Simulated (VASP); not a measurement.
Write the native input for VASP 6.6.1 that does the following.

```
Task                               : single point
Functional                         : HSE06
Potentials or basis                : VASP PAW PBE potentials, release 64 (Sn_d)
Cutoff                             : 520 eV
k mesh                             : 6 × 6 × 3
Occupations                        : fermi-dirac, width 0.1 eV
Spin                               : no spin polarisation
Dipole correction                  : no
Grid for exact exchange (PRECFOCK) : Normal
Further INCAR settings             : ALGO = Normal; EDIFF = 1e-07; NBANDS = 21
Share of exact exchange            : 0.25
Screening parameter                : 0.2079 1/Å
```

Sn:

```
CELL_PARAMETERS angstrom
3.37728 0.00000 0.00000
-1.68864 2.92481 0.00000
0.00000 0.00000 5.61502
ATOMIC_POSITIONS crystal
Sn 0.33333 0.66667 0.25000
Sn 0.66667 0.33333 0.75000
```

This isn't the form of Sn at room conditions, which is tetragonal (white tin).

The input as run:

POSCAR

```
Sn
1.0
    3.3772842046      0.0000000000      0.0000000000
   -1.6886421023      2.9248139170      0.0000000000
    0.0000000000      0.0000000000      5.6150201079
Sn
2
Direct
    0.3333333333      0.6666666667      0.2500000000
    0.6666666667      0.3333333333      0.7500000000
```

INCAR.step1

```
  PREC = Accurate
  ENCUT = 520
  EDIFF = 1E-5
  ISMEAR = -1
  SIGMA = 0.1
  LREAL = False
  LASPH = True
  NELM = 100
  ALGO = Normal
  ISIF = 2
  LWAVE = True
  LCHARG = False
  NBANDS = 21
  GGA = PE
```

INCAR.step2

```
  PREC = Accurate
  ENCUT = 520
  EDIFF = 1E-7
  ISMEAR = -1
  SIGMA = 0.1
  LREAL = False
  LASPH = True
  NELM = 100
  ALGO = Normal
  ISIF = 2
  LWAVE = False
  LCHARG = False
  GGA = PE
  LHFCALC = True
  HFSCREEN = 0.2079
  PRECFOCK = Normal
  NBANDS = 21
  ISTART = 1
```

KPOINTS

```
regular mesh
0
Gamma
  6 6 3
```

Potentials or basis: VASP PAW PBE potentials, release 64 (Sn_d).

The run is started by

```console
$ cat potpaw_PBE.64/Sn_d/POTCAR > POTCAR
$ cp INCAR.step1 INCAR
$ mpirun -np 1 vasp_std > vasp.out
$ cp INCAR.step2 INCAR
$ mpirun -np 1 vasp_std > vasp.out
```

Results of the run:

```yaml
Pressure: -0.6 GPa
Band_gap_on_the_k_mesh: zero (bands 14 and 15 overlap by 9.19 eV)
```

Caveat: the k points lie up to 0.37 Å⁻¹ apart, too coarse for converged energies and pressures of a metal; the PAW data sets were made with another functional, which shifts forces and pressure a little; spin-orbit coupling is left out, which moves the levels of the heavy elements.

Run time: 91 min on 1 thread of Oxide Virtual Turin-like Processor, on a shared host, peak memory 0.26 GiB.
